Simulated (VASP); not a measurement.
# Te2Mo in VASP: further runs, part 2 of 2

VASP 6.6.1.

### Step 4. Single point, PBE+D3(BJ) (biaxial strain +0.040, then relaxed in part)

The input, INCAR:

```
PREC     = Accurate       # precision mode
ENCUT    = 520            # plane-wave cutoff, eV
EDIFF    = 1E-7           # SCF threshold, eV
ISMEAR   = 0              # smearing method
SIGMA    = 0.02           # smearing width, eV
LREAL    = F              # projectors in reciprocal space
LASPH    = T              # aspherical terms in the spheres
NELM     = 80             # most SCF steps
ALGO     = Normal         # electronic algorithm
ISIF     = 2              # what is computed and relaxed
LWAVE    = F              # write WAVECAR
LCHARG   = F              # write CHGCAR
LDIPOL   = T            
IDIPOL   = 3            
DIPOL    = 0.5 0.5 0.500
GGA      = PE             # functional
IVDW     = 12             # dispersion correction
NBANDS   = 20             # bands
```

The input, KPOINTS:

```
regular mesh
0
Gamma
  12 12 1
```

The input, POSCAR:

```
Te2Mo
1.0
    3.6440478814      0.0000000000      0.0000000000
   -1.8220239407      3.1558380379      0.0000000000
    0.0000000000      0.0000000000     33.2702079551
Te Mo
2 1
Direct
    0.3333333333      0.6666666667      0.4468927242
    0.3333333333      0.6666666667      0.5531072758
    0.6666666667      0.3333333333      0.5000000000
```

Potentials or basis: VASP PAW PBE potentials, release 64 (Te, Mo_sv).

The run is started by

```bash
$ cat potpaw_PBE.64/Te/POTCAR potpaw_PBE.64/Mo_sv/POTCAR > POTCAR
$ mpirun -np 1 vasp_std > vasp.out
```

OUTCAR:

```text
PREC = Accurate
   ENCUT = 520
   EDIFF = 1E-7
   ISMEAR = 0
   LREAL = F
   LASPH = T
   NELM = 80
   ISIF = 2
   GGA = PE
   IVDW = 12
 IVDW          = 12

 ion  position               nearest neighbor table
   1  0.333  0.667  0.447-   3 2.75   3 2.75   3 2.75   2 3.53
   2  0.333  0.667  0.553-   3 2.75   3 2.75   3 2.75   1 3.53
   3  0.667  0.333  0.500-   1 2.75   2 2.75   1 2.75   2 2.75   1 2.75   2 2.75

  LATTYP: Found a hexagonal cell.
 ALAT       =     3.6440478814
 C/A-ratio  =     9.1300139400

  Lattice vectors:

 A1 = (   3.6440478814,   0.0000000000,   0.0000000000)
 A2 = (  -1.8220239407,   3.1558380379,   0.0000000000)
 A3 = (   0.0000000000,   0.0000000000,  33.2702079551)

Analysis of symmetry for initial positions (statically):
=====================================================================
 Subroutine PRICEL returns:
 Original cell was already a primitive cell.

 Routine SETGRP: Setting up the symmetry group for a
 hexagonal supercell.

 Subroutine GETGRP returns: Found 12 space group operations
 (whereof 12 operations were pure point group operations)
 out of a pool of 24 trial point group operations.

The static configuration has the point symmetry D_3h.
[... 166 lines left out ...]
 fundamental gap:      0.8837863775
 Fermi energy:        -2.3286484155

 k-point     1 :       0.0000    0.0000    0.0000
  band No.  band energies     occupation
      1     -63.1778      2.00000
      2     -37.2763      2.00000
      3     -37.2446      2.00000
      4     -37.2446      2.00000
      5     -14.7633      2.00000
      6     -13.7432      2.00000
[... 426 lines left out ...]
     19       2.7984      0.00000
     20       4.9433      0.00000

------------------------ aborting loop because EDIFF is reached ----------------------------------------

 vacuum level on the upper side and lower side of the slab       (xc-potential included)        -0.068        -0.068

 Edisp (eV)   -1.12295

 E8    (eV) :    -0.5480

  FORCE on cell =-STRESS in cart. coord.  units (eV):
  Direction    XX          YY          ZZ          XY          YZ          ZX
  --------------------------------------------------------------------------------------
  -------------------------------------------------------------------------------------
  Total      -2.65633    -2.65633     0.03191     0.00000     0.00000    -0.00000
  in kB     -11.12341   -11.12341     0.13364     0.00000     0.00000    -0.00000
  external pressure =       -7.37 kB  Pullay stress =        0.00 kB

 VOLUME and BASIS-vectors are now :
 -----------------------------------------------------------------------------
  energy-cutoff  :      520.00
  volume of cell :      382.61
      direct lattice vectors                 reciprocal lattice vectors
     3.644047881  0.000000000  0.000000000     0.274420104  0.158436521  0.000000000
    -1.822023941  3.155838038  0.000000000     0.000000000  0.316873042  0.000000000
     0.000000000  0.000000000 33.270207955     0.000000000  0.000000000  0.030056921

 POSITION                                       TOTAL-FORCE (eV/Angst)
 -----------------------------------------------------------------------------------
     -0.00000      2.10389     14.86821        -0.000000     -0.000000     -0.012028
     -0.00000      2.10389     18.40199        -0.000000     -0.000000      0.012028
      1.82202      1.05195     16.63510         0.000000      0.000000      0.000000
 -----------------------------------------------------------------------------------
    total drift:                               -0.000000      0.000000     -0.000000

  FREE ENERGIE OF THE ION-ELECTRON SYSTEM (eV)
  ---------------------------------------------------
  free  energy   TOTEN  =       -19.1035736265 eV

  energy  without entropy=      -19.1035736265  energy(sigma->0) =      -19.10357363

 vacuum level on the upper side and lower side of the slab         2.481         2.481
```

OSZICAR:

```text
N       E                     dE             d eps       ncg     rms          rms(c)
DAV:   1     0.129515609567E+03    0.12952E+03   -0.11733E+04  1064   0.924E+02
DAV:   2    -0.643295582076E+01   -0.13595E+03   -0.13258E+03  1084   0.179E+02
DAV:   3    -0.184312305566E+02   -0.11998E+02   -0.11890E+02  1092   0.452E+01
[... 16 lines left out ...]
DAV:  20    -0.179806250806E+02   -0.81200E-05   -0.18134E-07   740   0.102E-03    0.538E-04
DAV:  21    -0.179806266452E+02   -0.15646E-05   -0.23154E-08   712   0.515E-04    0.207E-04
DAV:  22    -0.179806272867E+02   -0.64149E-06   -0.62490E-09   616   0.238E-04    0.110E-04
DAV:  23    -0.179806275580E+02   -0.27130E-06   -0.27003E-09   592   0.124E-04    0.666E-05
DAV:  24    -0.179806276070E+02   -0.49048E-07    0.72227E-10   516   0.597E-05
   1 F= -.19103574E+02 E0= -.19103574E+02  d E =-.198413E-30
```

Wall time 3.4 min (1 thread of Intel Xeon 6975P-C (Granite Rapids), shared host); peak memory 0.52 GiB.

What came out:

```
Free energy                : -19.1036 eV
Largest force              : 0.012 eV/Å
Band gap on the k mesh     : 0.88 eV, direct
Dispersion energy per atom : -0.374 eV
```

Forces in eV/Å, atoms in the order of the input:
```
Te   0.000  0.000 -0.012
Te   0.000  0.000  0.012
Mo   0.000  0.000  0.000
```

Levels at points of the mesh, in eV from the valence-band top:
```
           k point  band 11  band 12  band 13  band 14  band 15  band 16
(0.00, 0.00, 0.00)    -0.97    -0.97    -0.15     2.87     2.87     3.16
(0.50, 0.00, 0.00)    -1.34    -0.61    -0.50     1.25     1.60     3.27
```

Caveat: the cell differs from its parent crystal (biaxial strain +0.040, then relaxed in part); spin-orbit coupling is left out, which moves the levels of the heavy elements.

### Step 5. Single point, PBE+D3(BJ) (biaxial strain +0.070, then relaxed in part)

The input, INCAR:

```
SYSTEM = Te2Mo
  PREC = Accurate
  ENCUT = 520
  EDIFF = 1E-7
  ISMEAR = 0
  SIGMA = 0.02
  LREAL = .FALSE.
  LASPH = .TRUE.
  NELM = 60
  ALGO = Normal
  ISIF = 2
  LWAVE = .FALSE.
  LCHARG = .TRUE.
  LDIPOL = .TRUE.
  IDIPOL = 3
  DIPOL = 0.5 0.5 0.500
  GGA = PE
  IVDW = 12
  LELF = .TRUE.
  LVHAR = .TRUE.
  LVACPOTAV = .TRUE.
  NBANDS = 20
```

The input, KPOINTS:

```
Automatic mesh
0
G
  12 12 1
  0 0 0
```

The input, POSCAR:

```
Te2Mo
1.0
    3.7491646472      0.0000000000      0.0000000000
   -1.8745823236      3.2468718274      0.0000000000
    0.0000000000      0.0000000000     33.2702079551
Te Mo
2 1
Direct
    0.3333333333      0.6666666667      0.4456625147
    0.3333333333      0.6666666667      0.5543374853
    0.6666666667      0.3333333333      0.5000000000
```

The run is started by

```bash
$ cat potpaw_PBE.64/Te/POTCAR potpaw_PBE.64/Mo_sv/POTCAR > POTCAR
$ mpirun -np 1 vasp_std > vasp.out
```

It took 2.6 min on 1 thread of Intel Xeon 6975P-C (Granite Rapids), shared host; peak memory 0.53 GiB.

Results (log left out):

```
Free energy                            : -18.9700 eV
Largest force                          : 0.014 eV/Å
Band gap on the k mesh                 : 0.78 eV, direct
Dispersion energy per atom             : -0.395 eV
Ionisation potential of the upper face : 5.01 eV
```

Forces on the atoms (eV/Å):
```
Te   0.000  0.000 -0.014
Te   0.000  0.000  0.014
Mo   0.000  0.000  0.000
```

Levels at points of the mesh, in eV from the valence-band top:
```csv
k point,band 10,band 11,band 12,band 13,band 14,band 15,band 16,band 17
"(0.00, 0.00, 0.00)",-1.22,-0.93,-0.93,-0.09,2.53,2.53,2.76,2.76
"(0.50, 0.00, 0.00)",-2.12,-1.29,-0.58,-0.52,1.10,1.40,2.96,3.23
```

Caveat: the cell differs from its parent crystal (biaxial strain +0.070, then relaxed in part); spin-orbit coupling is left out, which moves the levels of the heavy elements.

### Step 6. Overview

```tsv
cell	gap on the mesh (eV)	largest force (eV/Å)
a = 3.504, b = 3.504, c = 33.270 Å, angles 90.0, 90.0, 120.0°, 3 atoms	1.19	0.01
a = 3.574, b = 3.574, c = 33.270 Å, angles 90.0, 90.0, 120.0°, 3 atoms	1.02	0.02
a = 3.644, b = 3.644, c = 33.270 Å, angles 90.0, 90.0, 120.0°, 3 atoms	0.88	0.01
a = 3.749, b = 3.749, c = 33.270 Å, angles 90.0, 90.0, 120.0°, 3 atoms	0.78	0.01
```

Alike in all rows: task single point; level PBE+D3(BJ); potentials or basis VASP PAW PBE potentials, release 64 (Te, Mo_sv); no spin polarisation; k mesh 12 × 12 × 1; cutoff (eV) 520; smearing gaussian 0.02 eV.

Caveats: spin-orbit coupling is left out, which moves the levels of the heavy elements.

Total energies depend on the potentials used, so only differences within one code and one set of settings carry meaning.
